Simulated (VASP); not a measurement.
CuO:

```
Cu O
1.0
     2.55255    0.00000    0.00000
     0.00000    2.55255    0.00000
     0.00000    0.00000    2.55255
Cu O
1 1
Direct
  0.00000 0.00000 0.00000
  0.50000 0.50000 0.50000
```

| Item | Value |
| --- | --- |
| Program | VASP 6.6.1 |
| Task | relaxation of cell and atoms |
| Functional | PBE |
| Potentials or basis | VASP PAW PBE potentials, release 64 (Cu, O) |
| Cutoff | 600 eV |
| k mesh | 10 × 10 × 10 |
| Occupations | fermi-dirac, width 0.05 eV |
| Spin | no spin polarisation |

At the start: pressure 20.9 GPa; volume 8.32 Å³/atom.

How do energy, volume and symmetry change on relaxing?

Over 3 steps the energy falls by 50.3 meV/atom and the volume is 9.16 Å³/atom (+10.2 %); space group Pm-3m (No. 221, to 0.05 Å).

The path:
```
step  energy change (eV)  largest force (eV/Å)  pressure (GPa)  volume (Å³)
   1              0.0000                0.0000           20.91        16.63
   2             -0.0712                0.0000           -8.51        19.38
   3             -0.1006                0.0000            0.03        18.32
```

Final structure:
```
CELL_PARAMETERS angstrom
2.63631 0.00000 0.00000
0.00000 2.63631 0.00000
0.00000 0.00000 2.63631
ATOMIC_POSITIONS crystal
Cu 0.00000 0.00000 0.00000
O 0.50000 0.50000 0.50000
```

Caveat: an odd number of electrons without spin polarisation forces a metal; a magnetic or distorted state may lie lower.
